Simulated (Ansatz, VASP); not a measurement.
# Two plane-wave programs on AlO5

```xyz
6
Lattice="2.6415 -4.8227 0.0064 2.6415 4.8227 0.0064 -1.7441 0.0000 2.9272" Properties=species:S:1:pos:R:3 pbc="T T T"
Al   -0.8721    0.0000    1.4636
O     2.7572   -1.0621    0.6292
O     0.7817   -1.0621    2.3108
O     0.7817    1.0621    2.3108
O     2.7572    1.0621    0.6292
O     0.0000    0.0000    0.0000
```

Alike in both runs: functional PBE; k mesh 4 × 4 × 6; occupations gaussian, width 0.1 eV; no spin polarisation.

Ansatz relaxed the structure, and its values are those at the end. VASP's run is a single point on that final structure, the one shown.

|  | VASP | Ansatz |
| --- | --- | --- |
| version | VASP 6.6.1 | Ansatz 0.2.0 |
| potentials or method | VASP PAW PBE potentials, release 64 (Al, O), cutoff 600 eV | scalar-relativistic, plane waves, PAW |
| valence electrons in the cell | 33 | 33 |

Ansatz gave:

| Property | Result |
| --- | --- |
| gap on the k mesh at the Fermi level (eV) | none |
| pressure (GPa) | 0.1 |
| rms of the force components (eV/Å) | 0.006 |

Problem. Estimate VASP's values.

Solution. gap on the k mesh at the Fermi level (eV): none; pressure (GPa): 1.0; rms of the force components (eV/Å): 0.328.

A gap of «none» marks a metal or a gap that the smearing closes.

The k mesh is coarse, so the values compare programs but aren't converged.
